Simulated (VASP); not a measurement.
The system is LaScAs2.

```
CELL_PARAMETERS angstrom
2.26187 1.30589 7.38723
-2.26187 1.30589 7.38723
0.00000 -2.61178 7.38723
ATOMIC_POSITIONS crystal
Sc 0.00000 0.00000 0.00000
La 0.50000 0.50000 0.50000
As 0.25000 0.25000 0.25000
As 0.75000 0.75000 0.75000
```

* Program: VASP 6.6.1
* Task: relaxation of cell and atoms
* Functional: PBE
* Potentials or basis: VASP PAW PBE potentials, release 64 (Sc_sv, La, As)
* Cutoff: 600 eV
* k mesh: 6 × 6 × 6
* Occupations: fermi-dirac, width 0.02 eV
* Spin: no spin polarisation

At the start: pressure -10.7 GPa; volume 32.73 Å³/atom.

Q: Where does the relaxation end?

A: Over 14 steps the energy falls by 378.6 meV/atom and the volume is 24.97 Å³/atom (-23.7 %); space group R-3m (No. 166, to 0.1 Å) before and after.

The path:
| step | energy change (eV) | largest force (eV/Å) | pressure (GPa) | volume (Å³) |
| --- | --- | --- | --- | --- |
| 1 | 0.0000 | 0.7689 | -10.66 | 130.92 |
| 2 | -1.1490 | 1.6587 | 6.67 | 93.82 |
| 3 | -1.2754 | 1.4349 | 0.57 | 100.85 |
| 4 | -1.4307 | 0.8547 | 0.70 | 99.84 |
| 5 | -1.5036 | 0.0019 | 1.16 | 98.37 |
| 6 | -1.5044 | 0.0794 | 1.13 | 98.50 |
| 7 | -1.5079 | 0.0254 | -1.11 | 101.48 |
| 8 | -1.5119 | 0.0174 | -0.19 | 100.21 |
| 9 | -1.5140 | 0.0027 | -0.10 | 100.07 |
| 10 | -1.5144 | 0.0085 | -0.02 | 99.94 |
| 11 | -1.5144 | 0.0075 | -0.05 | 99.96 |
| 12 | -1.5144 | 0.0078 | -0.04 | 99.95 |
| 13 | -1.5144 | 0.0023 | 0.04 | 99.85 |
| 14 | -1.5145 | 0.0041 | 0.02 | 99.89 |

Final structure:
```cif
data_structure
_symmetry_space_group_name_H-M 'P 1'
_symmetry_Int_Tables_number 1
_cell_length_a 7.1230
_cell_length_b 7.1230
_cell_length_c 7.1230
_cell_angle_alpha 33.843
_cell_angle_beta 33.843
_cell_angle_gamma 33.843
_cell_volume 99.89
loop_
_atom_site_label
_atom_site_type_symbol
_atom_site_fract_x
_atom_site_fract_y
_atom_site_fract_z
_atom_site_occupancy
Sc1 Sc 0.00000 0.00000 0.00000 1
La1 La 0.50000 0.50000 0.50000 1
As1 As 0.25958 0.25958 0.25958 1
As2 As 0.74042 0.74042 0.74042 1
```

Caveat: the volume moved by over 15 % at a fixed basis, so the end points are rough.
